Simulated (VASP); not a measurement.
# Ba (C2/c) in VASP: further runs, part 2 of 2

VASP 6.6.1. The steps go on from the part before.

### Step 3. Single point, PBEsol (volume scaled by 1.08)

INCAR reads:

```
  PREC = Accurate
  ENCUT = 520
  EDIFF = 1E-6
  ISMEAR = -1
  SIGMA = 0.1
  LREAL = F
  LASPH = T
  NELM = 80
  ALGO = Normal
  ISIF = 2
  LWAVE = F
  LCHARG = T
  GGA = PS
  LELF = T
  LVHAR = T
  NBANDS = 17
```

KPOINTS reads:

```
regular mesh
0
Gamma
  10 10 7
```

POSCAR reads:

```
Ba
1.0
   -3.7810892965      3.7803803852      2.0526932498
    3.7803803852     -3.7810892965      2.0526932498
    3.7838938045      3.7838938045     -2.0539916222
Ba
2
Direct
    0.0000574914      0.9999425086      0.0000000000
    0.7499425086      0.2500574914      0.5000000000
```

Potentials or basis: VASP PAW PBE potentials, release 64 (Ba_sv).

Run with:

```
> cat potpaw_PBE.64/Ba_sv/POTCAR > POTCAR
> mpirun -np 1 vasp_std > vasp.out
```

OUTCAR:

```text
PREC = Accurate
   ENCUT = 520
   EDIFF = 1E-6
   ISMEAR = -1
   LREAL = F
   LASPH = T
   NELM = 80
   ISIF = 2
   GGA = PS

 ion  position               nearest neighbor table
   1  0.000  1.000  0.000-   2 3.92   2 3.92   2 3.92   2 3.92
   2  0.750  0.250  0.500-   1 3.92   1 3.92   1 3.92   1 3.92

  Warning from LATTYP: Got some problem with cell dimensions!
  Tried to take original basis but could not verify dimensions!
  LATTYP: Found a base centered monoclinic cell.
 ALAT       =     4.1053866220
 B/A-ratio  =     2.6047566185
 C/A-ratio  =     1.3957335636
 COS(beta)  =    -0.3577799305

  Lattice vectors:

 A1 = (   3.7810892965,  -3.7803803852,  -2.0526932498)
 A2 = (  -3.7803803852,   3.7810892965,  -2.0526932498)
 A3 = (   3.7831848932,   3.7831848932,   2.0513948774)

Analysis of symmetry for initial positions (statically):
=====================================================================
 Subroutine PRICEL returns:
 Original cell was already a primitive cell.

 Routine SETGRP: Setting up the symmetry group for a
 base centered monoclinic supercell.

 Subroutine GETGRP returns: Found  4 space group operations
 (whereof  2 operations were pure point group operations)
 out of a pool of  4 trial point group operations.

The static configuration has the point symmetry C_2 .
 The point group associated with its full space group is C_2h.

Analysis of symmetry for dynamics (positions and initial velocities):
=====================================================================
 Subroutine PRICEL returns:
 Original cell was already a primitive cell.

 Routine SETGRP: Setting up the symmetry group for a
 base centered monoclinic supercell.

 Subroutine GETGRP returns: Found  4 space group operations
 (whereof  2 operations were pure point group operations)
 out of a pool of  4 trial point group operations.

The dynamic configuration has the point symmetry C_2 .
 The point group associated with its full space group is C_2h.

 Subroutine INISYM returns: Found  4 space group operations
 (whereof  2 operations are pure point group operations),
 and found     1 'primitive' translations

----------------------------------------------------------------------------------------

                                     Primitive cell

  volume of cell :     117.4515

  direct lattice vectors                    reciprocal lattice vectors
    -3.781089296  3.780380385  2.052693250    -0.000007216  0.132242207  0.243605259
     3.780380385 -3.781089296  2.052693250     0.132242207 -0.000007216  0.243605259
     3.783893804  3.783893804 -2.053991622     0.132151402  0.132151402  0.000045639

  length of vectors
     5.727256036  5.727256036  5.731892029     0.277184999  0.277184999  0.186890311

  position of ions in fractional coordinates (direct lattice)
     0.000057491  0.999942509  0.000000000
     0.749942509  0.250057491  0.500000000

  ion indices of the primitive-cell ions
   primitive index   ion index
                 1           1
                 2           2

----------------------------------------------------------------------------------------

 KPOINTS: regular mesh

Automatic generation of k-mesh.
 Grid dimensions read from file:
 generate k-points for:   10   10    7

 Generating k-lattice:

  Cartesian coordinates                     Fractional coordinates (reciprocal lattice)
    -0.000000722  0.013224221  0.024360526     0.100000000  0.000000000 -0.000000000
     0.013224221 -0.000000722  0.024360526     0.000000000  0.100000000 -0.000000000
     0.018878772  0.018878772  0.000006520     0.000000000  0.000000000  0.142857143

  Length of vectors
     0.027718500  0.027718500  0.026698616

  Shift w.r.t. Gamma in fractional coordinates (k-lattice)
     0.000000000  0.000000000  0.000000000

 Subroutine IBZKPT returns following result:
 ===========================================

 Found    196 irreducible k-points:

 Following reciprocal coordinates:
            Coordinates               Weight
  0.000000  0.000000  0.000000      1.000000
  0.100000  0.000000 -0.000000      4.000000
  0.200000  0.000000 -0.000000      4.000000
  0.300000  0.000000 -0.000000      4.000000
  0.400000 -0.000000  0.000000      4.000000
  0.500000  0.000000 -0.000000      2.000000
[... 16 lines left out ...]
  0.300000  0.300000 -0.000000      2.000000
  0.400000  0.300000 -0.000000      4.000000
 [... further k-points ...]
   k-points           NKPTS =    196   k-points in BZ     NKDIM =    196   number of bands    NBANDS=     17
   number of dos      NEDOS =    301   number of ions     NIONS =      2
   total plane-waves  NPLWV = 110592
   dimension x,y,z NGX =    48 NGY =   48 NGZ =   48
   dimension x,y,z NGXF=    96 NGYF=   96 NGZF=   96
   ions per type =               2
   NGX,Y,Z   is equivalent  to a cutoff of  13.93, 13.93, 13.92 a.u.
   NGXF,Y,Z  is equivalent  to a cutoff of  27.87, 27.87, 27.84 a.u.
 SYSTEM =  unknown system
   PREC   = accura    normal or accurate (medium, high low for compatibility)
   ISTART =      0    job   : 0-new  1-cont  2-samecut
   ICHARG =      2    charge: 1-file 2-atom 10-const
   ISPIN  =      1    spin polarized calculation?
   LNONCOLLINEAR =      F non collinear calculations
   LSORBIT =      F    spin-orbit coupling
   LASPH  =      T    aspherical Exc in radial PAW
   ENCUT  =  520.0 eV  38.22 Ry    6.18 a.u.  10.65 10.65 10.66*2*pi/ulx,y,z
   NELM   =     80;   NELMIN=  2; NELMDL= -5     # of ELM steps
   EDIFF  = 0.1E-05   stopping-criterion for ELM
   LREAL  =      F    real-space projection
   EDIFFG = 0.1E-04   stopping-criterion for IOM
   NSW    =      0    number of steps for IOM
   IBRION =     -1    ionic relax: 0-MD 1-quasi-New 2-CG
   NFREE  =      0    steps in history (QN), initial steepest desc. (CG)
   ISIF   =      2    stress and relaxation
   ISYM   =      2    0-nonsym 1-usesym 2-fastsym
   POTIM  = 0.5000    time-step for ionic-motion
   TEBEG  =    0.0;   TEEND  =   0.0 temperature during run
   PSTRESS=    0.0 pullay stress
   NELECT =      20.0000    total number of electrons
   NUPDOWN=      -1.0000    fix difference up-down
   EMIN   =  10.00;   EMAX   =-10.00  energy-range for DOS
   EFERMI =   0.00;   METHOD = LEGACY
   ISMEAR =    -1;   SIGMA  =   0.10  broadening in eV -4-tet -1-fermi 0-gaus
   EFERMI_NEDOS =   21; number of points for ismear=-14 and -15
   IALGO  =     38    algorithm
   IMIX   =      4    mixing-type and parameters
     AMIX     =   0.40;   BMIX     =  1.00
     AMIX_MAG =   1.60;   BMIX_MAG =  1.00
  volume/ion in A,a.u.               =      58.73       396.30
  Fermi-wavevector in a.u.,A,eV,Ry     =   0.907400  1.714737 11.202688  0.823374
  Thomas-Fermi vector in A             =   2.031203
   LORBIT       =      0    0 simple, 1 ext, 2 COOP (PROOUT), +10 PAW based schemes
   GGA     = PS    functional components
   LHFCALC =     F    Hartree Fock is set to
   AEXX    =    0.0000 exact exchange contribution
   IVDW    =     0    specifies the selected vdW correction
   LEPSILON=     F    determine dielectric tensor
   LRPA    =     F    only Hartree local field effects (RPA)
 non-spin polarized calculation
  energy-cutoff  :      520.00
  volume of cell :      117.45
 maximum number of plane-waves:      3182
 NGX is ok and might be reduce to    48
   NGX = 21   NGY = 21   NGZ = 21

 number of electron      20.0000001 magnetization

 Free energy of the ion-electron system (eV)
  ---------------------------------------------------
  ext. energy  EPLUGINS =         0.00000000
  ---------------------------------------------------
  free energy    TOTEN  =        -3.99410081 eV

  energy without entropy =       -3.91719675  energy(sigma->0) =       -3.95564878

 E-fermi :   1.6970     XC(G=0):  -7.7275

 val. band max:        1.6879984432   @ k =   0.3000   0.2000   0.1429
 cond. band min:       1.7054557769   @ k =  -0.2000   0.4000   0.2857
 fundamental gap:      0.0174573337
 Fermi energy:         1.6969880190

 k-point     1 :       0.0000    0.0000    0.0000
  band No.  band energies     occupation
      1     -27.2079      2.00000
      2     -27.0716      2.00000
      3     -12.6475      2.00000
      4     -12.6464      2.00000
      5     -12.0582      2.00000
      6     -12.0496      2.00000
[... 9 lines left out ...]
     16       4.9141      0.00000
     17       4.9147      0.00000
[... 441 lines left out ...]
 k-point    24 :       0.4000    0.3000   -0.0000
  band No.  band energies     occupation
      1     -27.1285      2.00000
      2     -27.1012      2.00000
      3     -12.5989      2.00000
      4     -12.4876      2.00000
      5     -12.4356      2.00000
      6     -12.3026      2.00000
[... 9 lines left out ...]
     16       4.4857      0.00000
     17       4.5664      0.00000

 [... further k-points ...]
[... 5 lines left out ...]
  --------------------------------------------------------------------------------------
  -------------------------------------------------------------------------------------
  Total       -0.3053846     -0.3053846     -0.3624421      0.0015622      0.0007291      0.0007291
  in kB       -4.1658081     -4.1658081     -4.9441391      0.0213105      0.0099458      0.0099459
  external PRESSURE =      -4.4252517 kB  Pullay stress =       0.0000000 kB

 VOLUME and BASIS-vectors are now :
 -----------------------------------------------------------------------------
  energy-cutoff  :      520.00
  volume of cell :      117.45
      direct lattice vectors                 reciprocal lattice vectors
    -3.781089296  3.780380385  2.052693250    -0.000007216  0.132242207  0.243605259
     3.780380385 -3.781089296  2.052693250     0.132242207 -0.000007216  0.243605259
     3.783893804  3.783893804 -2.053991622     0.132151402  0.132151402  0.000045639

 POSITION                                       TOTAL-FORCE (eV/Angst)
 -----------------------------------------------------------------------------------
      3.77995     -3.78065      2.05269         0.001591     -0.001591      0.000000
      0.00166      3.78153      1.02570        -0.001591      0.001591     -0.000000
 -----------------------------------------------------------------------------------
    total drift:                               -0.000000     -0.000000      0.000000

  FREE ENERGIE OF THE ION-ELECTRON SYSTEM (eV)
  ---------------------------------------------------
  free  energy   TOTEN  =        -3.9941008129 eV

  energy  without entropy=       -3.9171967538  energy(sigma->0) =       -3.95564878
```

It took 16 min on 1 thread of Oxide Virtual Turin-like, shared host; peak memory 0.51 GiB.

What came out:

```yaml
Free_energy: -3.9941 eV
Pressure: -0.4 GPa
Band_gap_on_the_k_mesh: zero (band 10 reaches 1.77 eV, above the bottom of band 11 at 1.56 eV)
```

Forces in eV/Å, atoms in the order of the input:
```
Ba   0.002 -0.002  0.000
Ba  -0.002  0.002  0.000
```

Caveat: the PAW data sets were made with another functional, which shifts forces and pressure a little; spin-orbit coupling is left out, which moves the levels of the heavy elements.

### Step 4. Single point, PBEsol (volume scaled by 1.12)

INCAR reads:

```
SYSTEM = Ba
PREC = Accurate ; ENCUT = 520
EDIFF = 1E-7 ; ISMEAR = -1
SIGMA = 0.1 ; LREAL = .False.
LASPH = .True. ; NELM = 80
ALGO = Normal ; ISIF = 2
LWAVE = .False. ; LCHARG = .False.
GGA = PS ; NBANDS = 17
```

KPOINTS reads:

```
Automatic mesh
0
Gamma
  10 10 7
  0 0 0
```

POSCAR reads:

```
Ba
1.0
   -3.8272046865      3.8264871291      2.0777285617
    3.8264871291     -3.8272046865      2.0777285617
    3.8300433991      3.8300433991     -2.0790427694
Ba
2
Direct
    0.0000574914      0.9999425086      0.0000000000
    0.7499425086      0.2500574914      0.5000000000
```

Run with:

```
> cat potpaw_PBE.64/Ba_sv/POTCAR > POTCAR
> mpirun -np 1 vasp_std > vasp.out
```

Run time: 21 min. Hardware: 1 thread of Oxide Virtual Turin-like, shared host; peak memory 0.52 GiB.

Results (log left out):

```
Free energy            : -3.9788 eV
Pressure               : -0.7 GPa
Band gap on the k mesh : zero (band 10 reaches 1.64 eV, above the bottom of band 11 at 1.46 eV)
```

Forces on the atoms (eV/Å):
```
Ba   0.002 -0.002  0.000
Ba  -0.002  0.002  0.000
```

Stress tensor (GPa, compression positive):
```
-0.65  0.00  0.00
 0.00 -0.65  0.00
 0.00  0.00 -0.75
```

Levels at points of the mesh, in eV from the Fermi level:
| k point | band 8 | band 9 | band 10 | band 11 | band 12 | band 13 |
| --- | --- | --- | --- | --- | --- | --- |
| (0.00, 0.00, 0.00) | -13.78 | -2.64 | -0.81 | 0.36 | 0.45 | 1.08 |
| (0.50, 0.00, 0.00) | -13.75 | -0.64 | -0.43 | 0.29 | 0.91 | 1.36 |
| (0.50, 0.50, 0.00) | -13.79 | -1.05 | -1.05 | 0.64 | 0.64 | 1.52 |

Caveat: the PAW data sets were made with another functional, which shifts forces and pressure a little; spin-orbit coupling is left out, which moves the levels of the heavy elements.

### Step 5. Summary

```csv
cell,gap on the mesh (eV),pressure (GPa)
"a = 5.507, b = 5.507, c = 5.511 Å, angles 97.4, 97.4, 138.0°, 2 atoms",none,0.6
"a = 5.727, b = 5.727, c = 5.732 Å, angles 97.4, 97.4, 138.0°, 2 atoms",none,-0.4
"a = 5.797, b = 5.797, c = 5.802 Å, angles 97.4, 97.4, 138.0°, 2 atoms",none,-0.7
```

Alike in all rows: task single point; level PBEsol; potentials or basis VASP PAW PBE potentials, release 64 (Ba_sv); no spin polarisation; k mesh 10 × 10 × 7; cutoff (eV) 520; smearing fermi-dirac 0.1 eV.

Caveats: the PAW data sets were made with another functional, which shifts forces and pressure a little; spin-orbit coupling is left out, which moves the levels of the heavy elements.

Total energies depend on the potentials used, so only differences within one code and one set of settings carry meaning.
